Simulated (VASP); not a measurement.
Write the native input for VASP 6.6.1 that does the following.

```
Task                   : single point
Functional             : PBEsol
Potentials or basis    : VASP PAW PBE potentials, release 64 (W_sv, S)
Cutoff                 : 520 eV
k mesh                 : 12 × 12 × 2
Occupations            : gaussian, width 0.05 eV
Spin                   : no spin polarisation
Dipole correction      : no
Further INCAR settings : ALGO = Normal; EDIFF = 1e-07; NBANDS = 35
```

The structure of WS2 lies in POSCAR:

```
WS2
1.0
    3.0892743692      0.0000000000      0.0000000000
   -1.5446371846      2.6753900830      0.0000000000
    0.0000000000      0.0000000000     12.4667665245
W S
2 4
Direct
    0.3333333333      0.6666666667      0.2500000000
    0.6666666667      0.3333333333      0.7500000000
    0.3333333333      0.6666666667      0.6462389580
    0.6666666667      0.3333333333      0.1462389580
    0.3333333333      0.6666666667      0.8537610420
    0.6666666667      0.3333333333      0.3537610420
```

This cell differs from its parent crystal: atoms shifted along a free coordinate.

The input as run:

INCAR

```
SYSTEM = WS2
PREC = Accurate ; ENCUT = 520
EDIFF = 1E-7 ; ISMEAR = 0
SIGMA = 0.05 ; LREAL = .False.
LASPH = .True. ; NELM = 100
ALGO = Normal ; ISIF = 2
LWAVE = .False. ; LCHARG = .False.
GGA = PS ; NBANDS = 35
```

KPOINTS

```
regular mesh
0
Gamma
  12 12 2
  0 0 0
```

Potentials or basis: VASP PAW PBE potentials, release 64 (W_sv, S).

Command:

```sh
$ cat potpaw_PBE.64/W_sv/POTCAR potpaw_PBE.64/S/POTCAR > POTCAR
$ mpirun -np 1 vasp_std > vasp.out
```

It gave:

```yaml
Pressure: 51.2 GPa
Largest_force: 8.762 eV/Å
Band_gap_on_the_k_mesh: zero (bands 26 and 27 overlap by 0.96 eV)
```

Caveat: the cell differs from its parent crystal (atoms shifted along a free coordinate); the cell stands under pressure; the PAW data sets were made with another functional, which shifts forces and pressure a little; spin-orbit coupling is left out, which moves the levels of the heavy elements; this functional lacks dispersion, which binds the layers, so the pressure and a relaxed spacing across them are unreliable.

Run time: 110 s on 1 thread of Intel(R) Xeon(R) Platinum 8259CL CPU @ 2.50GHz (Skylake/Cascade Lake), with other jobs on the host, peak memory 0.28 GiB.
